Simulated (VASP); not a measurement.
Write the native input for VASP 6.6.1 that does the following.

| Quantity | Value |
| --- | --- |
| Task | relaxation of cell and atoms |
| Functional | PBE |
| Potentials or basis | VASP PAW PBE potentials, release 64 (Ba_sv, Hf_pv, O) |
| Cutoff | 600 eV |
| k mesh | 6 × 6 × 2 |
| Occupations | gaussian, width 0.1 eV |
| Spin | no spin polarisation |
| Dipole correction | no |
| Further INCAR settings | ALGO = Normal; EDIFF = 1e-07; IBRION = 2; EDIFFG = -0.04; NSW = 90; ISIF = 3 |

The structure of Ba2Hf2O lies in POSCAR:

```
Ba2Hf2O
1.0
    4.5620118300      0.0000000000      0.0000000000
   -2.2810059100      3.9508181300      0.0000000000
    0.0000000000      0.0000000000      7.8402681400
Ba Hf O
2 2 1
Direct
    0.3333333300      0.6666666700      0.2621699900
    0.6666666700      0.3333333300      0.7378300100
    0.3333333300      0.6666666700      0.6293000000
    0.6666666700      0.3333333300      0.3707000000
    0.0000000000      0.0000000000      0.0000000000
```

One way to write it, as run:

INCAR

```
SYSTEM = Ba2Hf2O
  PREC = Accurate
  ENCUT = 600
  EDIFF = 1E-7
  ISMEAR = 0
  SIGMA = 0.1
  LREAL = .FALSE.
  LASPH = .TRUE.
  NELM = 80
  ALGO = Normal
  ISIF = 3
  LWAVE = .FALSE.
  LCHARG = .FALSE.
  GGA = PE
  IBRION = 2
  NSW = 90
  EDIFFG = -0.04
```

KPOINTS

```
regular mesh
0
G
  6 6 2
  0 0 0
```

Potentials or basis: VASP PAW PBE potentials, release 64 (Ba_sv, Hf_pv, O).

Run with:

```console
$ cat potpaw_PBE.64/Ba_sv/POTCAR potpaw_PBE.64/Hf_pv/POTCAR potpaw_PBE.64/O/POTCAR > POTCAR
$ mpirun -np 1 vasp_std > vasp.out
```

It gave:

```json
{"Relaxed volume": "26.59 Å³/atom", "Relaxed cell": "a = 3.595 Å, b = 3.595 Å, c = 11.877 Å, α = 90.00°, β = 90.00°, γ = 120.00°", "Space group after relaxing (to 0.05 Å)": "P-3m1 (No. 164)", "Energy gained by relaxing": "2062.8 meV/atom", "Ionic steps": "22", "Pressure after relaxing": "0.0 GPa", "Largest force after relaxing": "0.028 eV/Å", "Band gap on the k mesh": "zero (band 23 reaches 4.59 eV, above the bottom of band 24 at 3.78 eV)"}
```

Caveat: the k points lie up to 0.34 Å⁻¹ apart in the final cell; spin-orbit coupling is left out, which moves the levels of the heavy elements.

It took 24 min on 1 thread of Intel(R) Xeon(R) Platinum 8259CL CPU @ 2.50GHz (Skylake/Cascade Lake), on a shared host, peak memory 0.34 GiB.
